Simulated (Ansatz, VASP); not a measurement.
# SiC: VASP beside Ansatz

```
CELL_PARAMETERS angstrom
3.00368 0.00000 0.00000
-1.50184 2.60127 0.00000
0.00000 0.00000 5.19307
ATOMIC_POSITIONS crystal
Si 0.33333 0.66667 0.00460
Si 0.66667 0.33333 0.50460
C 0.33333 0.66667 0.41030
C 0.66667 0.33333 0.91030
```

Alike in both runs: task single point; functional LDA; k mesh 12 × 12 × 6; occupations gaussian, width 0.05 eV; no spin polarisation.

|  | VASP | Ansatz |
| --- | --- | --- |
| version | VASP 6.6.1 | Ansatz 0.2.0 |
| potentials or method | VASP PAW LDA potentials, release 64 (Si, C), cutoff 520 eV | scalar-relativistic, plane waves, PAW |
| valence electrons in the cell | 16 | 16 |

```tsv
	VASP	Ansatz	Ansatz less VASP
gap on the k mesh at the Fermi level (eV)	2.29	2.30	+0.018
least direct gap on the mesh (eV)	4.48	4.49	+0.008
pressure (GPa)	6.9	6.6	-0.33
traceless stress, the component that is largest in VASP (GPa)	-23.92	-23.73	+0.191
rms of the force components (eV/Å)	1.169	1.164	-0.0050
```

Ansatz warns that its potentials were made for another functional, while VASP's fit it. LDA's correlation is that of Perdew and Zunger in VASP and of Perdew and Wang (1992) in Ansatz. Atom by atom the forces differ by 0.005 eV/Å (rms over components).
